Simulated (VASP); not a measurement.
# HfBi3 (I4/mmm) in VASP: single point with PBE

Aim: the single point of HfBi3 with PBE.

All numbers are computed with VASP 6.6.1; they aren't measurements. Logs are shortened: lines on timing, memory, paths and dates and some standing lists are left out, and cuts for length are marked.

## Step 1: The cell of the first run

The structure is tetragonal, space group I4/mmm (No. 139). Conventional cell: a = 4.722 Å, b = 4.722 Å, c = 10.737 Å, α = 90.00°, β = 90.00°, γ = 90.00°. Within 4.4 Å of Bi (site symmetry 4/mmm) lie 4 Hf at 3.34 Å and 8 Bi at 3.57 Å. Bi (site symmetry -4m2) has 8 Bi at 3.34 to 3.57 Å and 4 Hf at 3.57 Å within 4.4 Å. Within 4.4 Å of Hf (site symmetry 4/mmm) lie 12 Bi at 3.34 to 3.57 Å.

## Step 2: Single point, PBE

The input, INCAR:

```
  PREC = Accurate
  ENCUT = 520
  EDIFF = 1E-6
  ISMEAR = -1
  SIGMA = 0.05
  LREAL = False
  LASPH = True
  NELM = 60
  ALGO = Fast
  ISIF = 2
  LWAVE = False
  LCHARG = True
  GGA = PE
  LELF = True
  LVHAR = True
  NBANDS = 36
```

The input, KPOINTS:

```
regular mesh
0
Gamma
  8 8 8
```

The input, POSCAR:

```
HfBi3
1.0
   -2.3608757646      2.3608757646      5.3684899033
    2.3608757646     -2.3608757646      5.3684899033
    2.3608757646      2.3608757646     -5.3684899033
Bi Hf
3 1
Direct
    0.5000000000      0.5000000000      0.0000000000
    0.2500000000      0.7500000000      0.5000000000
    0.7500000000      0.2500000000      0.5000000000
    0.0000000000      0.0000000000      0.0000000000
```

Potentials or basis: VASP PAW PBE potentials, release 64 (Bi_d, Hf_pv).

The run is started by

```console
$ cat potpaw_PBE.64/Bi_d/POTCAR potpaw_PBE.64/Hf_pv/POTCAR > POTCAR
$ mpirun -np 1 vasp_std > vasp.out
```

OUTCAR:

```text
PREC = Accurate
   ENCUT = 520
   EDIFF = 1E-6
   ISMEAR = -1
   LREAL = False
   LASPH = True
   NELM = 60
   ISIF = 2
   GGA = PE

 ion  position               nearest neighbor table
   1  0.500  0.500  0.000-   4 3.34   4 3.34   4 3.34   4 3.34   3 3.57   2 3.57   3 3.57   2 3.57
                             2 3.57   2 3.57   3 3.57   3 3.57
   2  0.250  0.750  0.500-   3 3.34   3 3.34   3 3.34   3 3.34   4 3.57   1 3.57   4 3.57   1 3.57
                             4 3.57   4 3.57   1 3.57   1 3.57
   3  0.750  0.250  0.500-   2 3.34   2 3.34   2 3.34   2 3.34   4 3.57   1 3.57   4 3.57   1 3.57
                             1 3.57   1 3.57   4 3.57   4 3.57
   4  0.000  0.000  0.000-   1 3.34   1 3.34   1 3.34   1 3.34   3 3.57   2 3.57   3 3.57   2 3.57
                             3 3.57   3 3.57   2 3.57   2 3.57

  LATTYP: Found a body centered tetragonal cell.
 ALAT       =     4.7217515292
 C/A-ratio  =     2.2739400284

  Lattice vectors:

 A1 = (  -2.3608757646,   2.3608757646,   5.3684899033)
 A2 = (   2.3608757646,  -2.3608757646,   5.3684899033)
 A3 = (   2.3608757646,   2.3608757646,  -5.3684899033)

Analysis of symmetry for initial positions (statically):
=====================================================================
 Subroutine PRICEL returns:
 Original cell was already a primitive cell.

 Routine SETGRP: Setting up the symmetry group for a
 body centered tetragonal supercell.

 Subroutine GETGRP returns: Found 16 space group operations
 (whereof 16 operations were pure point group operations)
 out of a pool of 16 trial point group operations.

The static configuration has the point symmetry D_4h.

Analysis of symmetry for dynamics (positions and initial velocities):
=====================================================================
 Subroutine PRICEL returns:
 Original cell was already a primitive cell.

 Routine SETGRP: Setting up the symmetry group for a
 body centered tetragonal supercell.

 Subroutine GETGRP returns: Found 16 space group operations
 (whereof 16 operations were pure point group operations)
 out of a pool of 16 trial point group operations.

The dynamic configuration has the point symmetry D_4h.

 Subroutine INISYM returns: Found 16 space group operations
 (whereof 16 operations are pure point group operations),
 and found     1 'primitive' translations

----------------------------------------------------------------------------------------

                                     Primitive cell

  volume of cell :     119.6901

  direct lattice vectors                    reciprocal lattice vectors
    -2.360875765  2.360875765  5.368489903     0.000000000  0.211785816  0.093136060
     2.360875765 -2.360875765  5.368489903     0.211785816  0.000000000  0.093136060
     2.360875765  2.360875765 -5.368489903     0.211785816  0.211785816  0.000000000

  length of vectors
     6.322037060  6.322037060  6.322037060     0.231360233  0.231360233  0.299510373

  position of ions in fractional coordinates (direct lattice)
     0.500000000  0.500000000  0.000000000
     0.250000000  0.750000000  0.500000000
     0.750000000  0.250000000  0.500000000
     0.000000000  0.000000000  0.000000000

  ion indices of the primitive-cell ions
   primitive index   ion index
                 1           1
                 2           2
                 3           3
                 4           4

----------------------------------------------------------------------------------------

 KPOINTS: regular mesh

Automatic generation of k-mesh.
 Grid dimensions read from file:
 generate k-points for:    8    8    8

 Generating k-lattice:

  Cartesian coordinates                     Fractional coordinates (reciprocal lattice)
     0.000000000  0.026473227  0.011642008     0.125000000 -0.000000000  0.000000000
     0.026473227  0.000000000  0.011642008    -0.000000000  0.125000000  0.000000000
     0.026473227  0.026473227  0.000000000     0.000000000  0.000000000  0.125000000

  Length of vectors
     0.028920029  0.028920029  0.037438797

  Shift w.r.t. Gamma in fractional coordinates (k-lattice)
     0.000000000  0.000000000  0.000000000

 Subroutine IBZKPT returns following result:
 ===========================================

 Found     59 irreducible k-points:

 Following reciprocal coordinates:
            Coordinates               Weight
  0.000000  0.000000  0.000000      1.000000
  0.125000  0.000000 -0.000000      8.000000
  0.250000  0.000000 -0.000000      8.000000
  0.375000  0.000000 -0.000000      8.000000
  0.500000  0.000000 -0.000000      4.000000
  0.125000  0.125000 -0.000000      8.000000
[... 16 lines left out ...]
  0.250000  0.125000  0.125000     16.000000
  0.375000  0.125000  0.125000      8.000000
 [... further k-points ...]
   k-points           NKPTS =     59   k-points in BZ     NKDIM =     59   number of bands    NBANDS=     36
   number of dos      NEDOS =    301   number of ions     NIONS =      4
   total plane-waves  NPLWV = 110592
   dimension x,y,z NGX =    48 NGY =   48 NGZ =   48
   dimension x,y,z NGXF=    96 NGYF=   96 NGZF=   96
   ions per type =               3   1
   NGX,Y,Z   is equivalent  to a cutoff of  12.62, 12.62, 12.62 a.u.
   NGXF,Y,Z  is equivalent  to a cutoff of  25.24, 25.24, 25.24 a.u.
 SYSTEM =  unknown system
   PREC   = accura    normal or accurate (medium, high low for compatibility)
   ISTART =      0    job   : 0-new  1-cont  2-samecut
   ICHARG =      2    charge: 1-file 2-atom 10-const
   ISPIN  =      1    spin polarized calculation?
   LNONCOLLINEAR =      F non collinear calculations
   LSORBIT =      F    spin-orbit coupling
   LASPH  =      T    aspherical Exc in radial PAW
   ENCUT  =  520.0 eV  38.22 Ry    6.18 a.u.  11.75 11.75 11.75*2*pi/ulx,y,z
   NELM   =     60;   NELMIN=  2; NELMDL= -5     # of ELM steps
   EDIFF  = 0.1E-05   stopping-criterion for ELM
   LREAL  =      F    real-space projection
[... 7 lines left out ...]
   TEBEG  =    0.0;   TEEND  =   0.0 temperature during run
   PSTRESS=    0.0 pullay stress
   NELECT =      55.0000    total number of electrons
   NUPDOWN=      -1.0000    fix difference up-down
   EMIN   =  10.00;   EMAX   =-10.00  energy-range for DOS
   EFERMI =   0.00;   METHOD = LEGACY
   ISMEAR =    -1;   SIGMA  =   0.05  broadening in eV -4-tet -1-fermi 0-gaus
   EFERMI_NEDOS =   21; number of points for ismear=-14 and -15
   IALGO  =     68    algorithm
   IMIX   =      4    mixing-type and parameters
     AMIX     =   0.40;   BMIX     =  1.00
     AMIX_MAG =   1.60;   BMIX_MAG =  1.00
  volume/ion in A,a.u.               =      29.92       201.93
  Fermi-wavevector in a.u.,A,eV,Ry     =   1.263309  2.387308 21.714213  1.595950
  Thomas-Fermi vector in A             =   2.396672
   LORBIT       =      0    0 simple, 1 ext, 2 COOP (PROOUT), +10 PAW based schemes
   GGA     = PE    functional components
   LHFCALC =     F    Hartree Fock is set to
   AEXX    =    0.0000 exact exchange contribution
   IVDW    =     0    specifies the selected vdW correction
   LEPSILON=     F    determine dielectric tensor
   LRPA    =     F    only Hartree local field effects (RPA)
 non-spin polarized calculation
 RMM-DIIS sequential band-by-band and
  energy-cutoff  :      520.00
  volume of cell :      119.69
 maximum number of plane-waves:      3244
   NGX = 23   NGY = 23   NGZ = 23

 number of electron      55.0000008 magnetization

 Free energy of the ion-electron system (eV)
  ---------------------------------------------------
  ext. energy  EPLUGINS =         0.00000000
  ---------------------------------------------------
  free energy    TOTEN  =       -20.75177978 eV

  energy without entropy =      -20.71727583  energy(sigma->0) =      -20.73452780

 E-fermi :   7.2013     XC(G=0): -10.3579

 val. band max:        7.1930090997   @ k =   0.5000   0.5000  -0.0000
 cond. band min:       7.2097625926   @ k =   0.5000   0.5000   0.5000
 fundamental gap:      0.0167534929
 Fermi energy:         7.2013278047

 k-point     1 :       0.0000    0.0000    0.0000
  band No.  band energies     occupation
      1     -25.0360      2.00000
      2     -25.0360      2.00000
      3     -24.9650      2.00000
      4     -15.8324      2.00000
      5     -15.7262      2.00000
      6     -15.6980      2.00000
[... 28 lines left out ...]
     35      10.0126      0.00000
     36      10.6268      0.00000

 k-point     2 :       0.1250    0.0000   -0.0000
  band No.  band energies     occupation
      1     -25.0367      2.00000
      2     -25.0361      2.00000
      3     -24.9650      2.00000
      4     -15.8200      2.00000
      5     -15.7209      2.00000
      6     -15.6925      2.00000
[... 28 lines left out ...]
     35       9.9193      0.00000
     36      10.5562      0.00000

 k-point     3 :       0.2500    0.0000   -0.0000
  band No.  band energies     occupation
      1     -25.0384      2.00000
      2     -25.0362      2.00000
      3     -24.9649      2.00000
      4     -15.7842      2.00000
      5     -15.7056      2.00000
      6     -15.6778      2.00000
[... 28 lines left out ...]
     35      10.1582      0.00000
     36      10.5333      0.00000

 k-point     4 :       0.3750    0.0000   -0.0000
  band No.  band energies     occupation
      1     -25.0402      2.00000
      2     -25.0364      2.00000
      3     -24.9649      2.00000
      4     -15.7300      2.00000
      5     -15.6828      2.00000
      6     -15.6591      2.00000
[... 28 lines left out ...]
     35      10.6902      0.00000
     36      11.4648      0.00000

 k-point     5 :       0.5000    0.0000   -0.0000
  band No.  band energies     occupation
      1     -25.0409      2.00000
      2     -25.0365      2.00000
      3     -24.9649      2.00000
      4     -15.6674      2.00000
      5     -15.6641      2.00000
      6     -15.6615      2.00000
[... 655 lines left out ...]
 k-point    22 :       0.1250    0.1250    0.1250
  band No.  band energies     occupation
      1     -25.0387      2.00000
      2     -25.0379      2.00000
      3     -24.9648      2.00000
      4     -15.7712      2.00000
      5     -15.6906      2.00000
      6     -15.6766      2.00000
[... 28 lines left out ...]
     35      11.0976      0.00000
     36      11.5712      0.00000

 k-point    23 :       0.2500    0.1250    0.1250
  band No.  band energies     occupation
      1     -25.0398      2.00000
      2     -25.0381      2.00000
      3     -24.9647      2.00000
      4     -15.7496      2.00000
      5     -15.6816      2.00000
      6     -15.6777      2.00000
[... 28 lines left out ...]
     35      10.6978      0.00000
     36      11.0316      0.00000

 k-point    24 :       0.3750    0.1250    0.1250
  band No.  band energies     occupation
      1     -25.0403      2.00000
      2     -25.0381      2.00000
      3     -24.9647      2.00000
      4     -15.7175      2.00000
      5     -15.7171      2.00000
      6     -15.6717      2.00000
[... 28 lines left out ...]
     35      10.7051      0.00000
     36      10.8637      0.00000

 [... further k-points ...]
[... 5 lines left out ...]
  --------------------------------------------------------------------------------------
  -------------------------------------------------------------------------------------
  Total       -2.5260221     -2.5260221     -2.2957820      0.0000000      0.0000000      0.0000000
  in kB      -33.8134374    -33.8134374    -30.7314348      0.0000000      0.0000000      0.0000000
  external PRESSURE =     -32.7861032 kB  Pullay stress =       0.0000000 kB

 VOLUME and BASIS-vectors are now :
 -----------------------------------------------------------------------------
  energy-cutoff  :      520.00
  volume of cell :      119.69
      direct lattice vectors                 reciprocal lattice vectors
    -2.360875765  2.360875765  5.368489903     0.000000000  0.211785816  0.093136060
     2.360875765 -2.360875765  5.368489903     0.211785816  0.000000000  0.093136060
     2.360875765  2.360875765 -5.368489903     0.211785816  0.211785816  0.000000000

 POSITION                                       TOTAL-FORCE (eV/Angst)
 -----------------------------------------------------------------------------------
      0.00000      0.00000      5.36849        -0.000000      0.000000      0.000000
      2.36088     -0.00000      2.68424        -0.000000      0.000000     -0.000000
     -0.00000      2.36088      2.68424         0.000000     -0.000000     -0.000000
      0.00000      0.00000      0.00000        -0.000000      0.000000      0.000000
 -----------------------------------------------------------------------------------
    total drift:                                0.000000     -0.000000      0.000000

  FREE ENERGIE OF THE ION-ELECTRON SYSTEM (eV)
  ---------------------------------------------------
  free  energy   TOTEN  =       -20.7517797756 eV

  energy  without entropy=      -20.7172758301  energy(sigma->0) =      -20.73452780
```

Wall time 3.6 min (1 thread of Intel Xeon 6975P-C (Granite Rapids), shared host); peak memory 0.46 GiB.

What came out:

| Item | Value |
| --- | --- |
| Free energy | -20.7518 eV |
| Pressure | -3.3 GPa |

Levels at points of the mesh, in eV from the Fermi level:
```tsv
k point	band 26	band 27	band 28	band 29	band 30	band 31
(0.00, 0.00, 0.00)	-1.22	-1.22	-0.27	0.53	0.95	1.01
(0.50, 0.00, 0.00)	-1.40	-0.91	-0.84	-0.40	0.75	1.37
(0.50, 0.50, 0.00)	-1.90	-0.12	-0.01	1.02	1.20	1.41
(0.50, 0.50, 0.50)	0.01	0.22	0.22	0.51	0.51	0.55
```

Caveat: spin-orbit coupling is left out, which moves the levels of the heavy elements.
